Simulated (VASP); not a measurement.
Write the native input for VASP 6.6.1 that does the following.

| Quantity | Value |
| --- | --- |
| Task | single point |
| Functional | r2SCAN |
| Potentials or basis | VASP PAW PBE potentials, release 64 (Si) |
| Cutoff | 520 eV |
| k mesh | 10 × 10 × 10 |
| Occupations | methfessel-paxton, width 1 eV |
| Spin | no spin polarisation |
| Dipole correction | no |
| Further INCAR settings | ALGO = Normal; EDIFF = 1e-07; NBANDS = 11 |

Crystal: Si.

```
Si
1.0
     0.00000    2.72273    2.72273
     2.72273    0.00000    2.72273
     2.72273    2.72273    0.00000
Si
2
Cartesian
  2.7227 2.7227 2.7227
  4.0841 4.0841 4.0841
```

These files were run (other wordings do the same):

POSCAR

```
Si
1.0
    0.0000000000      2.7227277380      2.7227277380
    2.7227277380      0.0000000000      2.7227277380
    2.7227277380      2.7227277380      0.0000000000
Si
2
Direct
    0.5000000000      0.5000000000      0.5000000000
    0.7500000000      0.7500000000      0.7500000000
```

INCAR.step1

```
SYSTEM = Si
ALGO = Normal ; EDIFF = 1E-4
ENCUT = 520 ; GGA = PE
ISMEAR = 1 ; LASPH = .True.
LCHARG = .False. ; LREAL = .False.
LWAVE = .True. ; NBANDS = 11
NELM = 100 ; PREC = Accurate
SIGMA = 1.0
```

INCAR.step2

```
SYSTEM = Si
ALGO = Normal ; EDIFF = 1E-7
ENCUT = 520 ; ISIF = 2
ISMEAR = 1 ; ISTART = 1
LASPH = .True. ; LCHARG = .False.
LMIXTAU = .True. ; LREAL = .False.
LWAVE = .False. ; METAGGA = R2SCAN
NBANDS = 11 ; NELM = 100
PREC = Accurate ; SIGMA = 1.0
```

KPOINTS

```
k-points
0
Gamma
  10 10 10
  0 0 0
```

Potentials or basis: VASP PAW PBE potentials, release 64 (Si).

Command:

```console
$ cat potpaw_PBE.64/Si/POTCAR > POTCAR
$ cp INCAR.step1 INCAR
$ mpirun -np 1 vasp_std > vasp.out
$ cp INCAR.step2 INCAR
$ mpirun -np 1 vasp_std > vasp.out
```

Results of the run:

```json
{
 "Pressure": "-0.4 GPa",
 "Band gap on the k mesh": "0.79 eV, indirect (least direct gap 2.75 eV)"
}
```

Caveat: the PAW data sets were made with another functional, which shifts forces and pressure a little.

It took 2.2 min on 1 thread of Intel Xeon 8259CL, with other jobs on the host, peak memory 0.17 GiB.
